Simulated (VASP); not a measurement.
The system is MgZn5O6.

```xyz
12
Lattice="3.3263 0.0000 0.0000 -1.6632 2.8807 0.0000 0.0000 0.0000 15.4064" Properties=species:S:1:pos:R:3 pbc="T T T"
Mg    0.0000    1.9205    0.0318
Zn    1.6632    0.9602    2.5995
Zn    0.0000    1.9205    5.1672
Zn    1.6632    0.9602    7.7350
Zn    0.0000    1.9205   10.3027
Zn    1.6632    0.9602   12.8704
O     0.0000    1.9205    2.0461
O     1.6632    0.9602    4.6138
O     0.0000    1.9205    7.1815
O     1.6632    0.9602    9.7493
O     0.0000    1.9205   12.3170
O     1.6632    0.9602   14.8847
```

| Property | Result |
| --- | --- |
| Program | VASP 6.6.1 |
| Task | relaxation of cell and atoms |
| Functional | PBE |
| Potentials or basis | VASP PAW PBE potentials, release 64 (Mg, Zn, O) |
| Cutoff | 600 eV |
| k mesh | 12 × 12 × 2 |
| Occupations | gaussian, width 0.02 eV |
| Spin | no spin polarisation |

At the start: pressure 0.2 GPa; volume 12.30 Å³/atom.

Question: How do energy, volume and symmetry change on relaxing?

Answer: Over 18 steps the energy falls by 4.7 meV/atom and the volume is 12.35 Å³/atom (+0.4 %); space group P3m1 (No. 156, to 0.1 Å) before and after.

The path:
```tsv
step	energy change (eV)	largest force (eV/Å)	pressure (GPa)	volume (Å³)
1	0.0000	0.3243	0.25	147.62
2	-0.0228	0.2369	-0.01	148.03
3	-0.0281	0.2995	-0.25	148.34
4	-0.0437	0.1946	0.04	148.13
5	-0.0508	0.1743	0.31	147.86
6	-0.0546	0.0594	-0.29	148.53
7	-0.0546	0.0591	-0.27	148.53
8	-0.0556	0.0290	0.21	148.07
9	-0.0556	0.0354	0.08	148.17
10	-0.0558	0.0173	-0.01	148.28
11	-0.0558	0.0187	-0.13	148.30
12	-0.0558	0.0177	-0.02	148.29
13	-0.0558	0.0184	-0.08	148.29
14	-0.0558	0.0164	0.00	148.20
15	-0.0558	0.0138	0.03	148.22
16	-0.0558	0.0117	0.00	148.26
17	-0.0558	0.0125	-0.02	148.26
18	-0.0559	0.0075	-0.01	148.23
```

Final structure:
```
CELL_PARAMETERS angstrom
3.28909 0.00000 0.00000
-1.64455 2.84844 0.00000
0.00000 0.00000 15.82209
ATOMIC_POSITIONS crystal
Mg 0.33333 0.66667 0.00227
Zn 0.66667 0.33333 0.16977
Zn 0.33333 0.66667 0.33689
Zn 0.66667 0.33333 0.50422
Zn 0.33333 0.66667 0.67146
Zn 0.66667 0.33333 0.83905
O 0.33333 0.66667 0.12852
O 0.66667 0.33333 0.29685
O 0.33333 0.66667 0.46411
O 0.66667 0.33333 0.63146
O 0.33333 0.66667 0.79875
O 0.66667 0.33333 0.96584
```
